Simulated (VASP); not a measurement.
Crystal: CaO.

```
Ca O
1.0
     2.93386    0.00000    0.00000
     0.00000    2.93386    0.00000
     0.00000    0.00000    2.93386
Ca O
1 1
Cartesian
  0.0000 0.0000 0.0000
  1.4669 1.4669 1.4669
```

```yaml
Program: VASP 6.6.1
Task: relaxation of cell and atoms
Functional: PBEsol
Potentials_or_basis: VASP PAW PBE potentials, release 64 (Ca_sv, O)
Cutoff: 600 eV
k_mesh: 8 × 8 × 8
Occupations: fermi-dirac, width 0.02 eV
Spin: no spin polarisation
```

At the start: pressure -4.5 GPa; volume 12.63 Å³/atom.

Q: Where does the relaxation end?

A: Over 3 steps the energy falls by 7.6 meV/atom and the volume is 12.11 Å³/atom (-4.1 %); space group Pm-3m (No. 221, to 0.05 Å).

Step by step:
```tsv
step	energy change (eV)	largest force (eV/Å)	pressure (GPa)	volume (Å³)
1	0.0000	0.0000	-4.52	25.25
2	-0.0142	0.0000	1.23	23.97
3	-0.0151	0.0000	0.00	24.22
```

Final structure:
```xyz
2
Lattice="2.8932 0.0000 0.0000 0.0000 2.8932 0.0000 0.0000 0.0000 2.8932" Properties=species:S:1:pos:R:3 pbc="T T T"
Ca    0.0000    0.0000    0.0000
O     1.4466    1.4466    1.4466
```

Caveat: the PAW data sets were made with another functional, which shifts forces and pressure a little.
